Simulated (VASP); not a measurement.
Input of a VASP 6.6.1 run:

File INCAR:

```
SYSTEM = Ta
PREC = Accurate
ENCUT = 500
EDIFF = 1E-6
ISMEAR = 1
SIGMA = 0.02
LREAL = .FALSE.
LASPH = .TRUE.
NELM = 120
ALGO = Normal
ISIF = 2
LWAVE = .FALSE.
LCHARG = .FALSE.
GGA = CA
NBANDS = 12
GGA_COMPAT = .FALSE.
```

File KPOINTS:

```
regular mesh
0
G
  20 20 20
  0 0 0
```

Contents of POSCAR:

```
Ta
1.0
   -1.6017416000      1.6017416000      1.6512800000
    1.6017416000     -1.6017416000      1.6512800000
    1.6017416000      1.6017416000     -1.6512800000
Ta
1
Direct
    0.0000000000      0.0000000000      0.0000000000
```

Potentials or basis: VASP PAW LDA potentials, release 64 (Ta_sv_GW).

Launch:

```sh
$ cat potpaw_LDA.64/Ta_sv_GW/POTCAR > POTCAR
$ mpirun -np 1 vasp_std > vasp.out
```

**Question.** Estimate the pressure.

**Answer.** 3.0 GPa.

Stress tensor (GPa, compression positive):
```
4.27 0.00 0.00
0.00 4.27 0.00
0.00 0.00 0.35
```

Caveat: the cell differs from its parent crystal (strain -0.0300 x Voigt [1, 1, 0, 0, 0, 0]).
